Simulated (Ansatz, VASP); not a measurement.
One calculation of Si2C, two programs

```
CELL_PARAMETERS angstrom
1.35702 -7.05127 0.00000
1.35702 7.05127 0.00000
0.00000 0.00000 4.51537
ATOMIC_POSITIONS crystal
Si 0.11111 0.88889 0.25000
Si 0.77778 0.22222 0.25000
Si 0.22222 0.77778 0.75000
Si 0.88889 0.11111 0.75000
C 0.44444 0.55556 0.25000
C 0.55556 0.44444 0.75000
```

Alike in both runs: task relaxation of cell and atoms; functional PBE; k mesh 6 × 6 × 4; occupations gaussian, width 0.1 eV; no spin polarisation.

```csv
,VASP,Ansatz
version,VASP 6.6.1,Ansatz 0.2.0
potentials or method,"VASP PAW PBE potentials, release 64 (Si, C), cutoff 600 eV","scalar-relativistic, plane waves, PAW"
valence electrons in the cell,24,24
```

VASP gave:

- gap on the k mesh at the Fermi level, each at its own relaxed structure (eV): none
- relaxed volume (Å³/atom): 13.29
- relaxed length of the cell vector where the two differ most in proportion (Å): 6.146

Problem. Which values does Ansatz return?

Solution. gap on the k mesh at the Fermi level, each at its own relaxed structure (eV): none; relaxed volume (Å³/atom): 11.12; relaxed length of the cell vector where the two differ most in proportion (Å): 4.755.

A gap of «none» marks a metal or a gap that the smearing closes. One of these differences is far larger than is usual between the two programs; its cause wasn't traced.

The k mesh is coarse, so the values compare programs but aren't converged.
